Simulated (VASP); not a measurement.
SiSn2:

```
Si Sn
1.0
     4.38911    0.00000    0.00000
    -2.19456    3.80108    0.00000
     0.00000    0.00000   10.74571
Si Sn
2 4
Cartesian
  0.0000 0.0000 -0.0870
  2.1946 1.2670 7.2372
  0.0000 2.5341 3.6056
  2.1946 1.2670 9.8508
  0.0000 2.5341 6.4367
  0.0000 0.0000 2.5074
```

Base run:

```yaml
Program: VASP 6.6.1
Functional: PBE
Potentials_or_basis: VASP PAW PBE potentials, release 64 (Si, Sn_d)
Cutoff: 520 eV
k_mesh: 6 × 6 × 2
Occupations: fermi-dirac, width 0.02 eV
Spin: no spin polarisation
```

Its results: band gap on the k mesh zero (bands 32 and 33 overlap by 0.02 eV); pressure 1.5 GPa; largest force 0.106 eV/Å.

**Question.** The run is repeated on the same cell with these changes: functional from PBE to PBEsol; further incar settings from ALGO = Normal; EDIFF = 1e-06; NBANDS = 41 to ALGO = Normal; EDIFF = 1e-07; NBANDS = 41. What comes out?

**Answer.** Band gap on the k mesh zero (bands 32 and 33 overlap by 0.01 eV); pressure -0.6 GPa; largest force 0.054 eV/Å.

Caveats: semilocal functionals underestimate gaps, so a narrow gap can read as zero; spin-orbit coupling is left out, which moves the levels of the heavy elements; the PAW data sets were made with another functional, which shifts forces and pressure a little (at least some runs).
